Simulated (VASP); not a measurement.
# Mg in VASP: single point with r2SCAN

Aim: the single point of Mg with r2SCAN.

Program: VASP 6.6.1. These are calculated values, not measurements. Logs are shortened: lines on timing, memory, paths and dates and some standing lists are left out, and cuts for length are marked.

## (1) The cell of the first run

The cell holds a wire or tube with vacuum around it, 2 atoms: a = 11.500 Å, b = 9.300 Å, c = 3.024 Å, α = 90.00°, β = 90.00°, γ = 90.00°.

## (2) Single point, r2SCAN, collinear spin

File POSCAR:

```
Mg
1.0
   11.5000000000      0.0000000000      0.0000000000
    0.0000000000      9.3000000000      0.0000000000
    0.0000000000      0.0000000000      3.0239562114
Mg
2
Direct
    0.3848360702      0.5000000000      0.0000000000
    0.6151639298      0.5000000000      0.5000000000
```

File INCAR.step1:

```
SYSTEM = Mg
  ALGO = Normal
  EDIFF = 1E-4
  ENCUT = 520
  GGA = PE
  ISMEAR = 0
  ISPIN = 2
  LASPH = .TRUE.
  LCHARG = .FALSE.
  LREAL = .FALSE.
  LWAVE = .TRUE.
  MAGMOM = 0.5 0.5
  NBANDS = 13
  NELM = 150
  PREC = Accurate
  SIGMA = 0.05
```

File INCAR.step2:

```
SYSTEM = Mg
  ALGO = Normal
  EDIFF = 1E-7
  ENCUT = 520
  ISIF = 2
  ISMEAR = 0
  ISPIN = 2
  ISTART = 1
  LASPH = .TRUE.
  LCHARG = .TRUE.
  LELF = .TRUE.
  LMIXTAU = .TRUE.
  LORBIT = 11
  LREAL = .FALSE.
  LVHAR = .TRUE.
  LWAVE = .FALSE.
  MAGMOM = 0.5 0.5
  METAGGA = R2SCAN
  NBANDS = 13
  NELM = 150
  PREC = Accurate
  SIGMA = 0.05
```

File KPOINTS:

```
k-points
0
G
  1 1 22
  0 0 0
```

Potentials or basis: VASP PAW PBE potentials, release 64 (Mg).

The run is started by

```
> cat potpaw_PBE.64/Mg/POTCAR > POTCAR
> cp INCAR.step1 INCAR
> mpirun -np 1 vasp_std > vasp.out
> cp INCAR.step2 INCAR
> mpirun -np 1 vasp_std > vasp.out
```

OUTCAR:

```text
SYSTEM = Mg
   EDIFF = 1E-7
   ENCUT = 520
   ISIF = 2
   ISMEAR = 0
   ISPIN = 2
   ISTART = 1
   LASPH = .TRUE.
   LORBIT = 11
   LREAL = .FALSE.
   METAGGA = R2SCAN
   NELM = 150
   PREC = Accurate

 ion  position               nearest neighbor table
   1  0.385  0.500  0.000-   2 3.05   2 3.05
   2  0.615  0.500  0.500-   1 3.05   1 3.05

  LATTYP: Found a simple orthorhombic cell.
 ALAT       =     3.0239562114
 B/A-ratio  =     3.0754413589
 C/A-ratio  =     3.8029651212

  Lattice vectors:

 A1 = (   0.0000000000,   0.0000000000,  -3.0239562114)
 A2 = (   0.0000000000,   9.3000000000,   0.0000000000)
 A3 = (  11.5000000000,   0.0000000000,   0.0000000000)

Analysis of symmetry for initial positions (statically):
=====================================================================
 Subroutine PRICEL returns:
 Original cell was already a primitive cell.

 Routine SETGRP: Setting up the symmetry group for a
 simple orthorhombic supercell.

 Subroutine GETGRP returns: Found  8 space group operations
 (whereof  4 operations were pure point group operations)
 out of a pool of  8 trial point group operations.

The static configuration has the point symmetry C_2v.
 The point group associated with its full space group is D_2h.

Analysis of symmetry for dynamics (positions and initial velocities):
=====================================================================
 Subroutine PRICEL returns:
 Original cell was already a primitive cell.

 Routine SETGRP: Setting up the symmetry group for a
 simple orthorhombic supercell.

 Subroutine GETGRP returns: Found  8 space group operations
 (whereof  4 operations were pure point group operations)
 out of a pool of  8 trial point group operations.

The dynamic configuration has the point symmetry C_2v.
 The point group associated with its full space group is D_2h.

Analysis of structural, dynamic, and magnetic symmetry:
=====================================================================
 Subroutine PRICEL returns:
 Original cell was already a primitive cell.

 Routine SETGRP: Setting up the symmetry group for a
 simple orthorhombic supercell.

 Subroutine GETGRP returns: Found  8 space group operations
 (whereof  4 operations were pure point group operations)
 out of a pool of  8 trial point group operations.

The overall configuration has the point symmetry C_2v.
 The point group associated with its full space group is D_2h.

 Subroutine INISYM returns: Found  8 space group operations
 (whereof  4 operations are pure point group operations),
 and found     1 'primitive' translations

----------------------------------------------------------------------------------------

[... 136 lines left out ...]

 k-point     1 :       0.0000    0.0000    0.0000
  band No.  band energies     occupation
      1      -7.1766      1.00000
      2      -4.6163      1.00000
      3      -2.7453      1.00000
      4      -1.9537      0.00000
      5      -0.5414      0.00000
      6       0.5489      0.00000
      7       1.3979      0.00000
      8       1.4769      0.00000
      9       1.8617      0.00000
     10       2.0643      0.00000
     11       2.8411      0.00000
     12       4.1874      0.00000
     13       4.3694      0.00000
[... 161 lines left out ...]
 k-point    12 :       0.0000    0.0000    0.5000
  band No.  band energies     occupation
      1      -2.9725      1.00000
      2      -2.9725      1.00000
      3      -0.1200      0.00000
      4      -0.1200      0.00000
      5       1.6441      0.00000
      6       1.6441      0.00000
      7       2.2618      0.00000
      8       2.2618      0.00000
      9       3.8426      0.00000
     10       3.8426      0.00000
     11       4.7991      0.00000
     12       4.7991      0.00000
     13       5.5414      0.00000
 Fermi energy:        -2.2678334845

 spin component 2

 k-point     1 :       0.0000    0.0000    0.0000
  band No.  band energies     occupation
      1      -6.8387      1.00000
      2      -4.4504      1.00000
      3      -1.9680      0.00000
      4      -1.9371      0.00000
      5      -0.1321      0.00000
      6       0.6798      0.00000
      7       1.5133      0.00000
      8       1.5616      0.00000
      9       2.0814      0.00000
     10       2.1232      0.00000
     11       2.9687      0.00000
     12       4.3717      0.00000
     13       4.5289      0.00000
[... 162 lines left out ...]
  band No.  band energies     occupation
      1      -2.7006      1.00000
      2      -2.7006      1.00000
      3       0.0371      0.00000
      4       0.0371      0.00000
      5       2.2079      0.00000
      6       2.2079      0.00000
      7       2.3210      0.00000
      8       2.3210      0.00000
      9       4.1473      0.00000
     10       4.1473      0.00000
     11       4.7862      0.00000
     12       4.7862      0.00000
     13       5.6369      0.00000

------------------------ aborting loop because EDIFF is reached ----------------------------------------

  FORCE on cell =-STRESS in cart. coord.  units (eV):
  Direction    XX          YY          ZZ          XY          YZ          ZX
  --------------------------------------------------------------------------------------
  -------------------------------------------------------------------------------------
  Total        0.0368439      0.0329081     -0.0619704      0.0000000      0.0000000      0.0000000
  in kB        0.1825238      0.1630261     -0.3070003      0.0000000      0.0000000      0.0000000
  external PRESSURE =       0.0128499 kB  Pullay stress =       0.0000000 kB

 VOLUME and BASIS-vectors are now :
 -----------------------------------------------------------------------------
  energy-cutoff  :      520.00
  volume of cell :      323.41
      direct lattice vectors                 reciprocal lattice vectors
    11.500000000  0.000000000  0.000000000     0.086956522  0.000000000  0.000000000
     0.000000000  9.300000000  0.000000000     0.000000000  0.107526882  0.000000000
     0.000000000  0.000000000  3.023956211     0.000000000  0.000000000  0.330692619

 POSITION                                       TOTAL-FORCE (eV/Angst)
 -----------------------------------------------------------------------------------
      4.42561      4.65000      0.00000         0.012224      0.000000      0.000000
      7.07439      4.65000      1.51198        -0.012224      0.000000      0.000000
 -----------------------------------------------------------------------------------
    total drift:                               -0.000000     -0.000000      0.000000

  FREE ENERGIE OF THE ION-ELECTRON SYSTEM (eV)
  ---------------------------------------------------
  free  energy   TOTEN  =        -6.0586149733 eV

  energy  without entropy=       -6.0570473583  energy(sigma->0) =       -6.05783117

 total charge

# of ion       s       p       d       tot
------------------------------------------
    1        0.250   0.084   0.004   0.338
    2        0.250   0.084   0.004   0.338
--------------------------------------------------
tot          0.499   0.168   0.008   0.675

 magnetization (x)

# of ion       s       p       d       tot
------------------------------------------
    1        0.000   0.017   0.000   0.018
    2        0.000   0.017   0.000   0.018
--------------------------------------------------
tot          0.000   0.034   0.001   0.035
```

Run time: 6.1 min. Hardware: 1 thread of AMD EPYC 9R45 (Zen 5), shared host; peak memory 0.56 GiB.

What came out:

- Free energy: -6.0586 eV
- Largest force: 0.012 eV/Å
- Net moment: 0.45 μB per cell
- Valence electrons inside the program's atomic spheres: Mg 0.34

Forces on the atoms (eV/Å):
```
Mg   0.012  0.000  0.000
Mg  -0.012  0.000  0.000
```

Levels at points of the mesh, in eV from the Fermi level:
Spin up:
```
           k point  band 1  band 2  band 3  band 4  band 5  band 6
(0.00, 0.00, 0.00)   -4.91   -2.35   -0.48    0.31    1.73    2.82
(0.00, 0.00, 0.50)   -0.70   -0.70    2.15    2.15    3.91    3.91
```
Spin down:
| k point | band 1 | band 2 | band 3 | band 4 | band 5 | band 6 |
| --- | --- | --- | --- | --- | --- | --- |
| (0.00, 0.00, 0.00) | -4.57 | -2.18 | 0.30 | 0.33 | 2.14 | 2.95 |
| (0.00, 0.00, 0.50) | -0.43 | -0.43 | 2.30 | 2.30 | 4.48 | 4.48 |

Caveat: a moment this small can come from the mesh or the smearing; the PAW data sets were made with another functional, which shifts forces and pressure a little.
